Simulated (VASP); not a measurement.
Set up this calculation in VASP 6.6.1, as the native input.

```
Task                               : single point
Functional                         : PBEsol-based global hybrid with 25 % exact exchange
Potentials or basis                : VASP PAW PBE potentials, release 64 (Fe)
Cutoff                             : 520 eV
k mesh                             : 7 × 7 × 7
Occupations                        : fermi-dirac, width 0.05 eV
Spin                               : collinear spin, ferromagnetic start
Starting moments                   : [3.0] μB
Dipole correction                  : no
Grid for exact exchange (PRECFOCK) : Normal
Share of exact exchange            : 0.25
Further INCAR settings             : ALGO = Normal; EDIFF = 1e-06; NBANDS = 14
```

Fe:

```xyz
1
Lattice="-1.4376 1.4376 1.4376 1.4376 -1.4376 1.4376 1.4376 1.4376 -1.4376" Properties=species:S:1:pos:R:3 pbc="T T T"
Fe    0.0000    0.0000    0.0000
```

One way to write it, as run:

POSCAR

```
Fe
1.0
   -1.4376182369      1.4376182369      1.4376182369
    1.4376182369     -1.4376182369      1.4376182369
    1.4376182369      1.4376182369     -1.4376182369
Fe
1
Direct
    0.0000000000      0.0000000000      0.0000000000
```

INCAR.step1

```
SYSTEM = Fe
PREC = Accurate
ENCUT = 520
EDIFF = 1E-5
ISMEAR = -1
SIGMA = 0.05
LREAL = .FALSE.
LASPH = .TRUE.
NELM = 150
ALGO = Normal
ISIF = 2
LWAVE = .TRUE.
LCHARG = .FALSE.
ISPIN = 2
MAGMOM = 3
LORBIT = 11
LMAXMIX = 4
GGA = PE
NBANDS = 14
```

INCAR.step2

```
SYSTEM = Fe
PREC = Accurate
ENCUT = 520
EDIFF = 1E-6
ISMEAR = -1
SIGMA = 0.05
LREAL = .FALSE.
LASPH = .TRUE.
NELM = 150
ALGO = Normal
ISIF = 2
LWAVE = .FALSE.
LCHARG = .FALSE.
ISPIN = 2
MAGMOM = 3
LORBIT = 11
LMAXMIX = 4
GGA = PS
LHFCALC = .TRUE.
AEXX = 0.25
PRECFOCK = Normal
ISTART = 1
NBANDS = 14
```

KPOINTS

```
regular mesh
0
G
  7 7 7
  0 0 0
```

Potentials or basis: VASP PAW PBE potentials, release 64 (Fe).

The run is started by

```sh
$ cat potpaw_PBE.64/Fe/POTCAR > POTCAR
$ cp INCAR.step1 INCAR
$ mpirun -np 1 vasp_std > vasp.out
$ cp INCAR.step2 INCAR
$ mpirun -np 1 vasp_std > vasp.out
```

Results of the run:

```json
{
  "Pressure": "0.3 GPa",
  "Net moment": "2.86 μB per cell",
  "Site moments": "Fe +2.91 μB",
  "Valence electrons inside the program's atomic spheres": "Fe 7.21"
}
```

Caveat: the k points lie up to 0.44 Å⁻¹ apart; the PAW data sets were made with another functional, which shifts forces and pressure a little.

Run time: 54 min on 1 thread of AMD EPYC 7R43 64-Core Processor (Zen 3), with other jobs on the host, peak memory 0.11 GiB.
